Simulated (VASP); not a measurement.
# Mn (P6_3/mmc) in VASP: single point with LDA

Aim: the single point of Mn with LDA.

All numbers are computed with VASP 6.6.1; they aren't measurements. Logs are shortened: lines on timing, memory, paths and dates and some standing lists are left out, and cuts for length are marked.

## 1. The cell of the first run

It takes space group P6_3/mmc (No. 194, hexagonal). The conventional cell has a = 2.431 Å, b = 2.431 Å, c = 3.925 Å, α = 90.00°, β = 90.00°, γ = 120.00°. Mn (site symmetry -6m2) has 12 Mn at 2.41 to 2.43 Å within 3.2 Å.

This isn't the form of Mn at room conditions, which is a 58-atom cubic cell.

## 2. Single point, LDA, collinear spin, ferromagnetic start

Contents of INCAR:

```
SYSTEM = Mn
PREC = Accurate
ENCUT = 500
EDIFF = 1E-6
ISMEAR = -1
SIGMA = 0.05
LREAL = .False.
LASPH = .True.
NELM = 200
ALGO = Normal
ISIF = 2
LWAVE = .False.
LCHARG = .False.
ISPIN = 2
MAGMOM = 3 3
LORBIT = 11
LMAXMIX = 4
GGA = CA
NBANDS = 24
GGA_COMPAT = .False.
```

Contents of KPOINTS:

```
Automatic mesh
0
Gamma
  24 24 13
  0 0 0
```

Contents of POSCAR:

```
Mn
1.0
    2.4305372443      0.0000000000      0.0000000000
   -1.2152686221      2.1049069984      0.0000000000
    0.0000000000      0.0000000000      3.9248165260
Mn
2
Direct
    0.3333333333      0.6666666667      0.2500000000
    0.6666666667      0.3333333333      0.7500000000
```

Potentials or basis: VASP PAW LDA potentials, release 64 (Mn_pv).

Run with:

```
cat potpaw_LDA.64/Mn_pv/POTCAR > POTCAR
mpirun -np 1 vasp_std > vasp.out
```

OUTCAR:

```text
SYSTEM = Mn
   PREC = Accurate
   ENCUT = 500
   EDIFF = 1E-6
   ISMEAR = -1
   LREAL = .False.
   LASPH = .True.
   NELM = 200
   ISIF = 2
   ISPIN = 2
   LORBIT = 11
   GGA = CA

 ion  position               nearest neighbor table
   1  0.333  0.667  0.250-   2 2.41   2 2.41   2 2.41   2 2.41   2 2.41   2 2.41
   2  0.667  0.333  0.750-   1 2.41   1 2.41   1 2.41   1 2.41   1 2.41   1 2.41

  LATTYP: Found a hexagonal cell.
 ALAT       =     2.4305372443
 C/A-ratio  =     1.6147938219

  Lattice vectors:

 A1 = (   2.4305372443,   0.0000000000,   0.0000000000)
 A2 = (  -1.2152686221,   2.1049069984,   0.0000000000)
 A3 = (   0.0000000000,   0.0000000000,   3.9248165260)

Analysis of symmetry for initial positions (statically):
=====================================================================
 Subroutine PRICEL returns:
 Original cell was already a primitive cell.

 Routine SETGRP: Setting up the symmetry group for a
 hexagonal supercell.

 Subroutine GETGRP returns: Found 24 space group operations
 (whereof 12 operations were pure point group operations)
 out of a pool of 24 trial point group operations.

The static configuration has the point symmetry D_3d.
 The point group associated with its full space group is D_6h.

Analysis of symmetry for dynamics (positions and initial velocities):
=====================================================================
 Subroutine PRICEL returns:
 Original cell was already a primitive cell.

 Routine SETGRP: Setting up the symmetry group for a
 hexagonal supercell.

 Subroutine GETGRP returns: Found 24 space group operations
 (whereof 12 operations were pure point group operations)
 out of a pool of 24 trial point group operations.

The dynamic configuration has the point symmetry D_3d.
 The point group associated with its full space group is D_6h.

Analysis of structural, dynamic, and magnetic symmetry:
=====================================================================
 Subroutine PRICEL returns:
 Original cell was already a primitive cell.

 Routine SETGRP: Setting up the symmetry group for a
 hexagonal supercell.

 Subroutine GETGRP returns: Found 24 space group operations
 (whereof 12 operations were pure point group operations)
 out of a pool of 24 trial point group operations.

The overall configuration has the point symmetry D_3d.
 The point group associated with its full space group is D_6h.

 Subroutine INISYM returns: Found 24 space group operations
 (whereof 12 operations are pure point group operations),
 and found     1 'primitive' translations

----------------------------------------------------------------------------------------

                                     Primitive cell

  volume of cell :      20.0796

  direct lattice vectors                    reciprocal lattice vectors
     2.430537244  0.000000000  0.000000000     0.411431671  0.237540186  0.000000000
    -1.215268622  2.104906998  0.000000000     0.000000000  0.475080372  0.000000000
     0.000000000  0.000000000  3.924816526     0.000000000  0.000000000  0.254788980

  length of vectors
     2.430537244  2.430537244  3.924816526     0.475080372  0.475080372  0.254788980

  position of ions in fractional coordinates (direct lattice)
     0.333333333  0.666666667  0.250000000
     0.666666667  0.333333333  0.750000000

  ion indices of the primitive-cell ions
   primitive index   ion index
                 1           1
                 2           2

----------------------------------------------------------------------------------------

 KPOINTS: Automatic mesh

Automatic generation of k-mesh.
 Grid dimensions read from file:
 generate k-points for:   24   24   13

 Generating k-lattice:

  Cartesian coordinates                     Fractional coordinates (reciprocal lattice)
     0.017142986  0.009897508  0.000000000     0.041666667  0.000000000  0.000000000
     0.000000000  0.019795016  0.000000000     0.000000000  0.041666667  0.000000000
     0.000000000  0.000000000  0.019599152     0.000000000  0.000000000  0.076923077

  Length of vectors
     0.019795016  0.019795016  0.019599152

  Shift w.r.t. Gamma in fractional coordinates (k-lattice)
     0.000000000  0.000000000  0.000000000

 Subroutine IBZKPT returns following result:
 ===========================================

 Found    427 irreducible k-points:

 Following reciprocal coordinates:
            Coordinates               Weight
  0.000000  0.000000  0.000000      1.000000
  0.041667 -0.000000  0.000000      6.000000
  0.083333  0.000000  0.000000      6.000000
  0.125000 -0.000000  0.000000      6.000000
  0.166667 -0.000000  0.000000      6.000000
  0.208333 -0.000000  0.000000      6.000000
[... 16 lines left out ...]
  0.416667  0.041667  0.000000     12.000000
  0.458333  0.041667  0.000000     12.000000
 [... further k-points ...]
   k-points           NKPTS =    427   k-points in BZ     NKDIM =    427   number of bands    NBANDS=     24
   number of dos      NEDOS =    301   number of ions     NIONS =      2
   total plane-waves  NPLWV =   9720
   dimension x,y,z NGX =    18 NGY =   18 NGZ =   30
   dimension x,y,z NGXF=    36 NGYF=   36 NGZF=   60
   ions per type =               2
   NGX,Y,Z   is equivalent  to a cutoff of  12.31, 12.31, 12.71 a.u.
   NGXF,Y,Z  is equivalent  to a cutoff of  24.62, 24.62, 25.41 a.u.
 SYSTEM =  Mn
   PREC   = accura    normal or accurate (medium, high low for compatibility)
   ISTART =      0    job   : 0-new  1-cont  2-samecut
   ICHARG =      2    charge: 1-file 2-atom 10-const
   ISPIN  =      2    spin polarized calculation?
   LNONCOLLINEAR =      F non collinear calculations
   LSORBIT =      F    spin-orbit coupling
   LASPH  =      T    aspherical Exc in radial PAW
   ENCUT  =  500.0 eV  36.75 Ry    6.06 a.u.   4.43  4.43  7.16*2*pi/ulx,y,z
   NELM   =    200;   NELMIN=  2; NELMDL= -5     # of ELM steps
   EDIFF  = 0.1E-05   stopping-criterion for ELM
   LREAL  =      F    real-space projection
   EDIFFG = 0.1E-04   stopping-criterion for IOM
   NSW    =      0    number of steps for IOM
   IBRION =     -1    ionic relax: 0-MD 1-quasi-New 2-CG
   NFREE  =      0    steps in history (QN), initial steepest desc. (CG)
   ISIF   =      2    stress and relaxation
   ISYM   =      2    0-nonsym 1-usesym 2-fastsym
   POTIM  = 0.5000    time-step for ionic-motion
   TEBEG  =    0.0;   TEEND  =   0.0 temperature during run
   PSTRESS=    0.0 pullay stress
   NELECT =      26.0000    total number of electrons
   NUPDOWN=      -1.0000    fix difference up-down
   EMIN   =  10.00;   EMAX   =-10.00  energy-range for DOS
   EFERMI =   0.00;   METHOD = LEGACY
   ISMEAR =    -1;   SIGMA  =   0.05  broadening in eV -4-tet -1-fermi 0-gaus
   EFERMI_NEDOS =   21; number of points for ismear=-14 and -15
   IALGO  =     38    algorithm
   IMIX   =      4    mixing-type and parameters
     AMIX     =   0.40;   BMIX     =  1.00
     AMIX_MAG =   1.60;   BMIX_MAG =  1.00
  volume/ion in A,a.u.               =      10.04        67.75
  Fermi-wavevector in a.u.,A,eV,Ry     =   1.784354  3.371941 43.319866  3.183920
  Thomas-Fermi vector in A             =   2.848357
   LORBIT       =     11    0 simple, 1 ext, 2 COOP (PROOUT), +10 PAW based schemes
   GGA     = CA    functional components
   LHFCALC =     F    Hartree Fock is set to
   AEXX    =    0.0000 exact exchange contribution
   IVDW    =     0    specifies the selected vdW correction
   LEPSILON=     F    determine dielectric tensor
   LRPA    =     F    only Hartree local field effects (RPA)
 spin polarized calculation
  energy-cutoff  :      500.00
  volume of cell :       20.08
 maximum number of plane-waves:       537
 NGX is ok and might be reduce to    18
   NGX =  9   NGY =  9   NGZ = 15

 number of electron      26.0000002 magnetization       0.0005546

 number of electron      26.0000002 magnetization      -0.0000967

 Free energy of the ion-electron system (eV)
  ---------------------------------------------------
  ext. energy  EPLUGINS =         0.00000000
  ---------------------------------------------------
  free energy    TOTEN  =       -20.31195110 eV

  energy without entropy =      -20.29101588  energy(sigma->0) =      -20.30148349

 E-fermi :  11.1557     XC(G=0): -14.7896

 val. band max:       11.1556897793   @ k =   0.3333   0.1667   0.3846
 cond. band min:      11.1557600501   @ k =   0.3333   0.1667   0.3846
 fundamental gap:      0.0000702708
 Fermi energy:        11.1557218547

 spin component 1

 k-point     1 :       0.0000    0.0000    0.0000
  band No.  band energies     occupation
      1     -36.8303      1.00000
      2     -35.9796      1.00000
      3     -35.9796      1.00000
      4     -35.8461      1.00000
      5     -35.8461      1.00000
      6     -35.8301      1.00000
[... 16 lines left out ...]
     23      38.7927      0.00000
     24      38.7927      0.00000

 k-point     2 :       0.0417   -0.0000    0.0000
  band No.  band energies     occupation
      1     -36.8246      1.00000
      2     -35.9919      1.00000
      3     -35.9836      1.00000
      4     -35.8589      1.00000
      5     -35.8478      1.00000
      6     -35.8322      1.00000
[... 16 lines left out ...]
     23      37.8352      0.00000
     24      38.1214      0.00000

 k-point     3 :       0.0833    0.0000    0.0000
  band No.  band energies     occupation
      1     -36.8080      1.00000
      2     -36.0280      1.00000
      3     -35.9952      1.00000
      4     -35.8964      1.00000
      5     -35.8530      1.00000
      6     -35.8385      1.00000
[... 16 lines left out ...]
     23      36.4959      0.00000
     24      37.8905      0.00000
[... 514 lines left out ...]
 k-point    23 :       0.4167    0.0417    0.0000
  band No.  band energies     occupation
      1     -36.6822      1.00000
      2     -36.5183      1.00000
      3     -36.4116      1.00000
      4     -36.1927      1.00000
      5     -36.0471      1.00000
      6     -35.9673      1.00000
[... 16 lines left out ...]
     23      29.3843      0.00000
     24      33.6191      0.00000

 k-point    24 :       0.4583    0.0417    0.0000
  band No.  band energies     occupation
      1     -36.7068      1.00000
      2     -36.5398      1.00000
      3     -36.3863      1.00000
      4     -36.2000      1.00000
      5     -36.0654      1.00000
      6     -35.9717      1.00000
[... 16 lines left out ...]
     23      28.7650      0.00000
     24      33.4609      0.00000

 [... further k-points ...]

 spin component 2

 k-point     1 :       0.0000    0.0000    0.0000
  band No.  band energies     occupation
      1     -36.8304      1.00000
      2     -35.9798      1.00000
      3     -35.9798      1.00000
      4     -35.8463      1.00000
      5     -35.8463      1.00000
      6     -35.8303      1.00000
[... 16 lines left out ...]
     23      38.7927      0.00000
     24      38.7927      0.00000

 k-point     2 :       0.0417   -0.0000    0.0000
  band No.  band energies     occupation
      1     -36.8248      1.00000
      2     -35.9921      1.00000
      3     -35.9838      1.00000
      4     -35.8591      1.00000
      5     -35.8480      1.00000
      6     -35.8324      1.00000
[... 16 lines left out ...]
     23      37.8352      0.00000
     24      38.1213      0.00000

 k-point     3 :       0.0833    0.0000    0.0000
  band No.  band energies     occupation
      1     -36.8081      1.00000
      2     -36.0282      1.00000
      3     -35.9953      1.00000
      4     -35.8966      1.00000
      5     -35.8532      1.00000
      6     -35.8387      1.00000
[... 16 lines left out ...]
     23      36.4958      0.00000
     24      37.8905      0.00000
[... 514 lines left out ...]
 k-point    23 :       0.4167    0.0417    0.0000
  band No.  band energies     occupation
      1     -36.6823      1.00000
      2     -36.5185      1.00000
      3     -36.4118      1.00000
      4     -36.1929      1.00000
      5     -36.0473      1.00000
      6     -35.9675      1.00000
[... 16 lines left out ...]
     23      29.3843      0.00000
     24      33.6191      0.00000

 k-point    24 :       0.4583    0.0417    0.0000
  band No.  band energies     occupation
      1     -36.7070      1.00000
      2     -36.5400      1.00000
      3     -36.3865      1.00000
      4     -36.2002      1.00000
      5     -36.0656      1.00000
      6     -35.9719      1.00000
[... 16 lines left out ...]
     23      28.7649      0.00000
     24      33.4609      0.00000

 [... further k-points ...]

------------------------ aborting loop because EDIFF is reached ----------------------------------------

  FORCE on cell =-STRESS in cart. coord.  units (eV):
  Direction    XX          YY          ZZ          XY          YZ          ZX
  --------------------------------------------------------------------------------------
  -------------------------------------------------------------------------------------
  Total        0.0329013      0.0329013     -0.0081418      0.0000000      0.0000000      0.0000000
  in kB        2.6252419      2.6252419     -0.6496440      0.0000000      0.0000000      0.0000000
  external PRESSURE =       1.5336133 kB  Pullay stress =       0.0000000 kB

 VOLUME and BASIS-vectors are now :
 -----------------------------------------------------------------------------
  energy-cutoff  :      500.00
  volume of cell :       20.08
      direct lattice vectors                 reciprocal lattice vectors
     2.430537244  0.000000000  0.000000000     0.411431671  0.237540186  0.000000000
    -1.215268622  2.104906998  0.000000000     0.000000000  0.475080372  0.000000000
     0.000000000  0.000000000  3.924816526     0.000000000  0.000000000  0.254788980

 POSITION                                       TOTAL-FORCE (eV/Angst)
 -----------------------------------------------------------------------------------
     -0.00000      1.40327      0.98120        -0.000000      0.000000      0.000000
      1.21527      0.70164      2.94361         0.000000      0.000000      0.000000
 -----------------------------------------------------------------------------------
    total drift:                                0.000000     -0.000000      0.000000

  FREE ENERGIE OF THE ION-ELECTRON SYSTEM (eV)
  ---------------------------------------------------
  free  energy   TOTEN  =       -20.3119511009 eV

  energy  without entropy=      -20.2910158829  energy(sigma->0) =      -20.30148349

 total charge

# of ion       s       p       d       tot
------------------------------------------
    1        0.454   6.442   5.247  12.143
    2        0.454   6.442   5.247  12.143
--------------------------------------------------
tot          0.909  12.883  10.494  24.286

 magnetization (x)

# of ion       s       p       d       tot
------------------------------------------
    1        0.000  -0.000  -0.000  -0.000
    2        0.000  -0.000  -0.000  -0.000
--------------------------------------------------
tot          0.000  -0.000  -0.000  -0.000
```

Run time: 3.8 min. Hardware: 1 thread of Intel Xeon Platinum 8259CL at 2.50GHz (Skylake/Cascade Lake), shared host; peak memory 0.34 GiB.

Results:

```yaml
Free_energy: -20.3120 eV
Pressure: 0.2 GPa
Band_gap_on_the_k_mesh: zero (filled and empty bands overlap)
Net_moment: 0.00 μB per cell
Valence_electrons_inside_the_program's_atomic_spheres: Mn 12.14
```
